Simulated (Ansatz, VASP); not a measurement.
# One calculation of Sn, two programs

The input POSCAR:

```
Sn
1.0
    0.0000000000      3.2849869970      3.2849869970
    3.2849869970      0.0000000000      3.2849869970
    3.2849869970      3.2849869970      0.0000000000
Sn
2
Direct
    0.0000000000      0.0000000000      0.0000000000
    0.2500000000      0.2500000000      0.2500000000
```

The input INCAR.step1:

```
SYSTEM = Sn
  ALGO = Normal
  EDIFF = 1E-4
  ENCUT = 600
  GGA = PE
  ISMEAR = 0
  LASPH = .True.
  LCHARG = .False.
  LREAL = .False.
  LWAVE = .True.
  NELM = 80
  PREC = Accurate
  SIGMA = 0.1
```

The input INCAR.step2:

```
SYSTEM = Sn
  ALGO = Normal
  EDIFF = 1E-7
  EDIFFG = -0.01
  ENCUT = 600
  IBRION = 2
  ISIF = 3
  ISMEAR = 0
  ISTART = 1
  LASPH = .True.
  LCHARG = .False.
  LMIXTAU = .True.
  LREAL = .False.
  LWAVE = .False.
  METAGGA = R2SCAN
  NELM = 80
  NSW = 100
  PREC = Accurate
  SIGMA = 0.1
```

KPOINTS

```
k-points
0
Gamma
  14 14 14
  0 0 0
```

Input for Ansatz:

```yaml
crystal:
  lattice:
    - [0.0, 3.284986997, 3.284986997]
    - [3.284986997, 0.0, 3.284986997]
    - [3.284986997, 3.284986997, 0.0]
  atoms:
    - { symbol: Sn, position: [0.0, 0.0, 0.0] }
    - { symbol: Sn, position: [0.25, 0.25, 0.25] }
basis:
  ecutwfc: 500
kpoints:
  mp_grid: { grid: [14, 14, 14] }
hamiltonian:
  xc: r2scan
scf:
  occupations: { method: gaussian, width: 0.1 }
output:
  forces: true
  stress: true
  eigenvalues: true
relax:
  adjacent_minimum: "off"
  f_tol: 0.01
  max_steps: 80
  cell: { stress_tol: 0.05 }
```

Alike in both runs: task relaxation of cell and atoms; functional r2SCAN; k mesh 14 × 14 × 14; occupations gaussian, width 0.1 eV; no spin polarisation.

|  | VASP | Ansatz |
| --- | --- | --- |
| version | VASP 6.6.1 | Ansatz 0.2.0 |
| potentials or method | VASP PAW PBE potentials, release 64 (Sn_d), cutoff 600 eV | scalar-relativistic, plane waves, PAW |
| valence electrons in the cell | 28 | 28 |

```tsv
	VASP	Ansatz	Ansatz less VASP
gap on the k mesh at the Fermi level, each at its own relaxed structure (eV)	none	none	-
relaxed volume (Å³/atom)	35.38	35.36	-0.014
relaxed cell length with the largest relative difference (Å)	4.642	4.642	-0.0006
```

VASP's potentials were made for PBE, not for r2SCAN. A gap of «none» marks a metal or a gap that the smearing closes.
